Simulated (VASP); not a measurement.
# NaH (Fm-3m) in VASP: notebook

NaH is run at these levels: r2SCAN; tasks: single point.

All numbers are computed with VASP 6.6.1; they aren't measurements. Logs are shortened: lines on timing, memory, paths and dates and some standing lists are left out, and cuts for length are marked.

## 1. The cell of the first run

The structure is cubic, space group Fm-3m (No. 225). The conventional cell has a = 4.746 Å, b = 4.746 Å, c = 4.746 Å, α = 90.00°, β = 90.00°, γ = 90.00°. Na (site symmetry m-3m) has 6 H at 2.37 Å within 3.1 Å. H (site symmetry m-3m) has 6 Na at 2.37 Å within 3.1 Å.

## 2. Single point, r2SCAN (volume scaled by 0.97)

File POSCAR:

```
NaH
1.0
    0.0000000000      2.3729976537      2.3729976537
    2.3729976537      0.0000000000      2.3729976537
    2.3729976537      2.3729976537      0.0000000000
Na H
1 1
Direct
    0.0000000000      0.0000000000      0.0000000000
    0.5000000000      0.5000000000      0.5000000000
```

File INCAR.step1:

```
PREC = Accurate
ENCUT = 520
ISMEAR = 0
SIGMA = 0.02
LREAL = False
LASPH = True
NELM = 60
NBANDS = 11
GGA = PE
ALGO = Normal
EDIFF = 1E-4
LWAVE = True
LCHARG = False
```

File INCAR.step2:

```
PREC = Accurate
ENCUT = 520
EDIFF = 1E-7
ISMEAR = 0
SIGMA = 0.02
LREAL = False
LASPH = True
NELM = 60
ALGO = Normal
ISIF = 2
LWAVE = False
LCHARG = True
METAGGA = R2SCAN
LMIXTAU = True
LELF = True
LVHAR = True
NBANDS = 11
ISTART = 1
```

File KPOINTS:

```
Automatic mesh
0
Gamma
  8 8 8
```

Potentials or basis: VASP PAW PBE potentials, release 64 (Na_pv, H).

The run is started by

```bash
$ cat potpaw_PBE.64/Na_pv/POTCAR potpaw_PBE.64/H/POTCAR > POTCAR
$ cp INCAR.step1 INCAR
$ mpirun -np 1 vasp_std > vasp.out
$ cp INCAR.step2 INCAR
$ mpirun -np 1 vasp_std > vasp.out
```

OUTCAR:

```text
PREC = Accurate
   ENCUT = 520
   EDIFF = 1E-7
   ISMEAR = 0
   LREAL = False
   LASPH = True
   NELM = 60
   ISIF = 2
   METAGGA = R2SCAN
   ISTART = 1

 ion  position               nearest neighbor table
   1  0.000  0.000  0.000-
   2  0.500  0.500  0.500-

  LATTYP: Found a face centered cubic cell.
 ALAT       =     4.7459953074

  Lattice vectors:

 A1 = (   0.0000000000,   2.3729976537,   2.3729976537)
 A2 = (   2.3729976537,   0.0000000000,   2.3729976537)
 A3 = (   2.3729976537,   2.3729976537,   0.0000000000)

Analysis of symmetry for initial positions (statically):
=====================================================================
 Subroutine PRICEL returns:
 Original cell was already a primitive cell.

 Routine SETGRP: Setting up the symmetry group for a
 face centered cubic supercell.

 Subroutine GETGRP returns: Found 48 space group operations
 (whereof 48 operations were pure point group operations)
 out of a pool of 48 trial point group operations.

The static configuration has the point symmetry O_h .

Analysis of symmetry for dynamics (positions and initial velocities):
=====================================================================
 Subroutine PRICEL returns:
 Original cell was already a primitive cell.

 Routine SETGRP: Setting up the symmetry group for a
 face centered cubic supercell.

 Subroutine GETGRP returns: Found 48 space group operations
 (whereof 48 operations were pure point group operations)
 out of a pool of 48 trial point group operations.

The dynamic configuration has the point symmetry O_h .

 Subroutine INISYM returns: Found 48 space group operations
 (whereof 48 operations are pure point group operations),
 and found     1 'primitive' translations

----------------------------------------------------------------------------------------

                                     Primitive cell

  volume of cell :      26.7253

  direct lattice vectors                    reciprocal lattice vectors
     0.000000000  2.372997654  2.372997654    -0.210703959  0.210703959  0.210703959
     2.372997654  0.000000000  2.372997654     0.210703959 -0.210703959  0.210703959
     2.372997654  2.372997654  0.000000000     0.210703959  0.210703959 -0.210703959

  length of vectors
     3.355925465  3.355925465  3.355925465     0.364949962  0.364949962  0.364949962

  position of ions in fractional coordinates (direct lattice)
     0.000000000  0.000000000  0.000000000
     0.500000000  0.500000000  0.500000000

  ion indices of the primitive-cell ions
   primitive index   ion index
                 1           1
                 2           2

----------------------------------------------------------------------------------------

 KPOINTS: Automatic mesh

Automatic generation of k-mesh.
 Grid dimensions read from file:
 generate k-points for:    8    8    8

 Generating k-lattice:

  Cartesian coordinates                     Fractional coordinates (reciprocal lattice)
    -0.026337995  0.026337995  0.026337995     0.125000000  0.000000000  0.000000000
     0.026337995 -0.026337995  0.026337995     0.000000000  0.125000000  0.000000000
     0.026337995  0.026337995 -0.026337995     0.000000000  0.000000000  0.125000000

  Length of vectors
     0.045618745  0.045618745  0.045618745

  Shift w.r.t. Gamma in fractional coordinates (k-lattice)
     0.000000000  0.000000000  0.000000000

 Subroutine IBZKPT returns following result:
 ===========================================

 Found     29 irreducible k-points:

 Following reciprocal coordinates:
            Coordinates               Weight
  0.000000  0.000000  0.000000      1.000000
  0.125000  0.000000  0.000000      8.000000
  0.250000  0.000000  0.000000      8.000000
  0.375000  0.000000  0.000000      8.000000
  0.500000  0.000000  0.000000      4.000000
  0.125000  0.125000  0.000000      6.000000
[... 16 lines left out ...]
  0.500000  0.250000  0.125000     48.000000
 -0.375000  0.250000  0.125000     24.000000
 [... further k-points ...]
   k-points           NKPTS =     29   k-points in BZ     NKDIM =     29   number of bands    NBANDS=     11
   number of dos      NEDOS =    301   number of ions     NIONS =      2
   total plane-waves  NPLWV =  21952
   dimension x,y,z NGX =    28 NGY =   28 NGZ =   28
   dimension x,y,z NGXF=    56 NGYF=   56 NGZF=   56
   ions per type =               1   1
   NGX,Y,Z   is equivalent  to a cutoff of  13.87, 13.87, 13.87 a.u.
   NGXF,Y,Z  is equivalent  to a cutoff of  27.74, 27.74, 27.74 a.u.
 SYSTEM =  unknown system
   PREC   = accura    normal or accurate (medium, high low for compatibility)
   ISTART =      1    job   : 0-new  1-cont  2-samecut
   ICHARG =      0    charge: 1-file 2-atom 10-const
   ISPIN  =      1    spin polarized calculation?
   LNONCOLLINEAR =      F non collinear calculations
   LSORBIT =      F    spin-orbit coupling
   LASPH  =      T    aspherical Exc in radial PAW
   ENCUT  =  520.0 eV  38.22 Ry    6.18 a.u.   6.24  6.24  6.24*2*pi/ulx,y,z
   NELM   =     60;   NELMIN=  2; NELMDL=  0     # of ELM steps
   EDIFF  = 0.1E-06   stopping-criterion for ELM
   LREAL  =      F    real-space projection
   EDIFFG = 0.1E-05   stopping-criterion for IOM
   NSW    =      0    number of steps for IOM
   IBRION =     -1    ionic relax: 0-MD 1-quasi-New 2-CG
   NFREE  =      0    steps in history (QN), initial steepest desc. (CG)
   ISIF   =      2    stress and relaxation
   ISYM   =      2    0-nonsym 1-usesym 2-fastsym
   POTIM  = 0.5000    time-step for ionic-motion
   TEBEG  =    0.0;   TEEND  =   0.0 temperature during run
   PSTRESS=    0.0 pullay stress
   NELECT =       8.0000    total number of electrons
   NUPDOWN=      -1.0000    fix difference up-down
   EMIN   =  10.00;   EMAX   =-10.00  energy-range for DOS
   EFERMI =   0.00;   METHOD = LEGACY
   ISMEAR =     0;   SIGMA  =   0.02  broadening in eV -4-tet -1-fermi 0-gaus
   EFERMI_NEDOS =   21; number of points for ismear=-14 and -15
   IALGO  =     38    algorithm
   IMIX   =      4    mixing-type and parameters
     AMIX     =   0.40;   BMIX     =  1.00
     AMIX_MAG =   1.60;   BMIX_MAG =  1.00
  volume/ion in A,a.u.               =      13.36        90.18
  Fermi-wavevector in a.u.,A,eV,Ry     =   1.095126  2.069489 16.317487  1.199301
  Thomas-Fermi vector in A             =   2.231444
   LORBIT       =      0    0 simple, 1 ext, 2 COOP (PROOUT), +10 PAW based schemes
   METAGGA = R2SCAN    functional components
   LHFCALC =     F    Hartree Fock is set to
   AEXX    =    0.0000 exact exchange contribution
   IVDW    =     0    specifies the selected vdW correction
   LEPSILON=     F    determine dielectric tensor
   LRPA    =     F    only Hartree local field effects (RPA)
 non-spin polarized calculation
 Gauss-broadening in eV      SIGMA  =   0.02
  energy-cutoff  :      520.00
  volume of cell :       26.73
 maximum number of plane-waves:       730
 NGX is ok and might be reduce to    28
   NGX = 13   NGY = 13   NGZ = 13

 number of electron       7.9999995 magnetization

 Free energy of the ion-electron system (eV)
  ---------------------------------------------------
  ext. energy  EPLUGINS =         0.00000000
  ---------------------------------------------------
  free energy    TOTEN  =        -7.60184448 eV

  energy without entropy =       -7.60184448  energy(sigma->0) =       -7.60184448

 E-fermi :  -1.0722     XC(G=0):  -8.3412

 val. band max:       -1.2857181310   @ k =  -0.2500   0.5000   0.2500
 cond. band min:       3.1812401380   @ k =   0.5000   0.0000   0.0000
 fundamental gap:      4.4669582690
 Fermi energy:        -1.0722128275

 k-point     1 :       0.0000    0.0000    0.0000
  band No.  band energies     occupation
      1     -24.0845      2.00000
      2     -24.0842      2.00000
      3     -24.0842      2.00000
      4      -4.9877      2.00000
      5      10.6624      0.00000
      6      15.4785      0.00000
      7      15.4785      0.00000
      8      15.4785      0.00000
      9      16.5416      0.00000
     10      16.5416      0.00000
     11      16.5416      0.00000

 k-point     2 :       0.1250    0.0000    0.0000
  band No.  band energies     occupation
      1     -24.1001      2.00000
      2     -24.0863      2.00000
      3     -24.0860      2.00000
      4      -4.7052      2.00000
      5       9.5580      0.00000
      6      12.8927      0.00000
      7      14.6607      0.00000
      8      14.6609      0.00000
      9      17.4154      0.00000
     10      17.4157      0.00000
     11      17.8372      0.00000

 k-point     3 :       0.2500    0.0000    0.0000
  band No.  band energies     occupation
      1     -24.1381      2.00000
      2     -24.0906      2.00000
      3     -24.0903      2.00000
      4      -3.9069      2.00000
      5       6.8768      0.00000
      6      11.5188      0.00000
      7      13.7574      0.00000
      8      13.7578      0.00000
      9      17.6186      0.00000
     10      17.6194      0.00000
     11      19.3098      0.00000

 k-point     4 :       0.3750    0.0000    0.0000
  band No.  band energies     occupation
      1     -24.1756      2.00000
      2     -24.0949      2.00000
      3     -24.0946      2.00000
      4      -2.8058      2.00000
      5       4.3419      0.00000
      6      10.9580      0.00000
      7      13.1722      0.00000
      8      13.1727      0.00000
      9      17.1256      0.00000
     10      17.1266      0.00000
     11      19.6804      0.00000
[... 239 lines left out ...]
 k-point    22 :       0.3750    0.2500    0.1250
  band No.  band energies     occupation
      1     -24.1466      2.00000
      2     -24.1089      2.00000
      3     -24.0963      2.00000
      4      -3.2705      2.00000
      5       6.4792      0.00000
      6       8.8475      0.00000
      7      12.1204      0.00000
      8      15.0440      0.00000
      9      15.7551      0.00000
     10      18.4493      0.00000
     11      21.2681      0.00000

 k-point    23 :       0.5000    0.2500    0.1250
  band No.  band energies     occupation
      1     -24.1660      2.00000
      2     -24.1196      2.00000
      3     -24.1018      2.00000
      4      -2.3085      2.00000
      5       4.8802      0.00000
      6       7.6535      0.00000
      7      11.2388      0.00000
      8      15.2489      0.00000
      9      16.4373      0.00000
     10      18.6410      0.00000
     11      21.0036      0.00000

 k-point    24 :      -0.3750    0.2500    0.1250
  band No.  band energies     occupation
      1     -24.1743      2.00000
      2     -24.1229      2.00000
      3     -24.1051      2.00000
      4      -1.7653      2.00000
      5       4.0002      0.00000
      6       7.3865      0.00000
      7      10.8767      0.00000
      8      15.2249      0.00000
      9      16.2926      0.00000
     10      19.7546      0.00000
     11      22.0045      0.00000

 [... further k-points ...]

------------------------ aborting loop because EDIFF is reached ----------------------------------------

  FORCE on cell =-STRESS in cart. coord.  units (eV):
  Direction    XX          YY          ZZ          XY          YZ          ZX
  --------------------------------------------------------------------------------------
  -------------------------------------------------------------------------------------
  Total        0.1024783      0.1024783      0.1024783      0.0000000      0.0000000      0.0000000
  in kB        6.1435639      6.1435639      6.1435639      0.0000000      0.0000000      0.0000000
  external PRESSURE =       6.1435639 kB  Pullay stress =       0.0000000 kB

 VOLUME and BASIS-vectors are now :
 -----------------------------------------------------------------------------
  energy-cutoff  :      520.00
  volume of cell :       26.73
      direct lattice vectors                 reciprocal lattice vectors
     0.000000000  2.372997654  2.372997654    -0.210703959  0.210703959  0.210703959
     2.372997654  0.000000000  2.372997654     0.210703959 -0.210703959  0.210703959
     2.372997654  2.372997654  0.000000000     0.210703959  0.210703959 -0.210703959

 POSITION                                       TOTAL-FORCE (eV/Angst)
 -----------------------------------------------------------------------------------
      0.00000      0.00000      0.00000        -0.000000      0.000000     -0.000000
      2.37300      2.37300      2.37300         0.000000     -0.000000      0.000000
 -----------------------------------------------------------------------------------
    total drift:                               -0.000000      0.000000      0.000000

  FREE ENERGIE OF THE ION-ELECTRON SYSTEM (eV)
  ---------------------------------------------------
  free  energy   TOTEN  =        -7.6018444809 eV

  energy  without entropy=       -7.6018444809  energy(sigma->0) =       -7.60184448
```

It took 66 s on 1 thread of AMD EPYC 7R43 (Zen 3), shared host; peak memory 0.12 GiB.

What came out:

```yaml
Free_energy: -7.6018 eV
Pressure: 0.6 GPa
Band_gap_on_the_k_mesh: 4.47 eV, indirect (least direct gap 5.32 eV)
```

Caveat: the PAW data sets were made with another functional, which shifts forces and pressure a little. A k mesh can miss the band edges.

## 3. Single point, r2SCAN (volume scaled by 1.03)

File POSCAR:

```
NaH
1.0
    0.0000000000      2.4209499197      2.4209499197
    2.4209499197      0.0000000000      2.4209499197
    2.4209499197      2.4209499197      0.0000000000
Na H
1 1
Direct
    0.0000000000      0.0000000000      0.0000000000
    0.5000000000      0.5000000000      0.5000000000
```

File INCAR.step1:

```
PREC = Accurate ; ENCUT = 520
ISMEAR = 0 ; SIGMA = 0.02
LREAL = False ; LASPH = True
NELM = 100 ; NBANDS = 11
GGA = PE ; ALGO = Normal
EDIFF = 1E-4 ; LWAVE = True
LCHARG = False
```

File INCAR.step2:

```
PREC = Accurate ; ENCUT = 520
EDIFF = 1E-7 ; ISMEAR = 0
SIGMA = 0.02 ; LREAL = False
LASPH = True ; NELM = 100
ALGO = Normal ; ISIF = 2
LWAVE = False ; LCHARG = False
METAGGA = R2SCAN ; LMIXTAU = True
NBANDS = 11 ; ISTART = 1
```

KPOINTS is that of step 2.

Potentials or basis: VASP PAW PBE potentials, release 64 (Na_pv, H).

The run is started by

```bash
$ cat potpaw_PBE.64/Na_pv/POTCAR potpaw_PBE.64/H/POTCAR > POTCAR
$ cp INCAR.step1 INCAR
$ mpirun -np 1 vasp_std > vasp.out
$ cp INCAR.step2 INCAR
$ mpirun -np 1 vasp_std > vasp.out
```

Wall time 63 s (1 thread of AMD EPYC 7R43 (Zen 3), shared host); peak memory 0.12 GiB.

The run converged. Its results:

```
Free energy            : -7.5996 eV
Pressure               : -0.8 GPa
Band gap on the k mesh : 4.36 eV, indirect (least direct gap 5.19 eV)
```

Levels at points of the mesh, in eV from the valence-band top:
```csv
k point,band 1,band 2,band 3,band 4,band 5,band 6,band 7,band 8,band 9
"(0.00, 0.00, 0.00)",-22.91,-22.91,-22.91,-3.54,11.38,16.31,16.31,16.31,17.22
"(0.50, 0.00, 0.00)",-23.00,-22.92,-22.92,-0.83,4.36,11.64,13.87,13.87,17.52
"(0.50, 0.50, 0.00)",-22.99,-22.94,-22.94,-0.17,5.17,10.68,11.35,11.35,12.98
```

Caveat: the PAW data sets were made with another functional, which shifts forces and pressure a little. A k mesh can miss the band edges.

## 4. Single point, r2SCAN (volume scaled by 1.06)

File POSCAR:

```
NaH
1.0
    0.0000000000      2.4442297124      2.4442297124
    2.4442297124      0.0000000000      2.4442297124
    2.4442297124      2.4442297124      0.0000000000
Na H
1 1
Direct
    0.0000000000      0.0000000000      0.0000000000
    0.5000000000      0.5000000000      0.5000000000
```

File INCAR.step1:

```
SYSTEM = NaH
PREC = Accurate ; ENCUT = 520
ISMEAR = 0 ; SIGMA = 0.02
LREAL = .FALSE. ; LASPH = .TRUE.
NELM = 100 ; NBANDS = 11
GGA = PE ; ALGO = Normal
EDIFF = 1E-4 ; LWAVE = .TRUE.
LCHARG = .FALSE.
```

File INCAR.step2:

```
SYSTEM = NaH
PREC = Accurate ; ENCUT = 520
EDIFF = 1E-6 ; ISMEAR = 0
SIGMA = 0.02 ; LREAL = .FALSE.
LASPH = .TRUE. ; NELM = 100
ALGO = Normal ; ISIF = 2
LWAVE = .FALSE. ; LCHARG = .FALSE.
METAGGA = R2SCAN ; LMIXTAU = .TRUE.
NBANDS = 11 ; ISTART = 1
```

File KPOINTS:

```
Automatic mesh
0
G
  8 8 8
  0 0 0
```

The run is started by

```bash
$ cat potpaw_PBE.64/Na_pv/POTCAR potpaw_PBE.64/H/POTCAR > POTCAR
$ cp INCAR.step1 INCAR
$ mpirun -np 1 vasp_std > vasp.out
$ cp INCAR.step2 INCAR
$ mpirun -np 1 vasp_std > vasp.out
```

Run time: 58 s. Hardware: 1 thread of AMD EPYC 7R43 (Zen 3), shared host; peak memory 0.12 GiB.

It converged, with:

* Free energy: -7.5939 eV
* Pressure: -1.4 GPa
* Band gap on the k mesh: 4.31 eV, indirect (least direct gap 5.12 eV)

Levels at points of the mesh, in eV from the valence-band top:
```
           k point  band 1  band 2  band 3  band 4  band 5  band 6  band 7  band 8  band 9
(0.00, 0.00, 0.00)  -22.97  -22.97  -22.97   -3.46   11.13   16.09   16.09   16.09   16.93
(0.50, 0.00, 0.00)  -23.04  -22.98  -22.97   -0.82    4.31   11.44   13.69   13.70   17.20
(0.50, 0.50, 0.00)  -23.03  -22.99  -22.99   -0.16    5.11   10.57   11.16   11.16   12.68
```

Caveat: the PAW data sets were made with another functional, which shifts forces and pressure a little.

## 5. The runs side by side

```csv
cell,gap on the mesh (eV),pressure (GPa)
"a = 3.356 Å, angles 60.0°, 2 atoms",4.47,0.6
"a = 3.424 Å, angles 60.0°, 2 atoms",4.36,-0.8
"a = 3.457 Å, angles 60.0°, 2 atoms",4.31,-1.4
```

Alike in all rows: task single point; level r2SCAN; potentials or basis VASP PAW PBE potentials, release 64 (Na_pv, H); no spin polarisation; k mesh 8 × 8 × 8; cutoff (eV) 520; smearing gaussian 0.02 eV.

Caveats: the PAW data sets were made with another functional, which shifts forces and pressure a little.

Absolute energies hang on the potentials; compare differences alone.
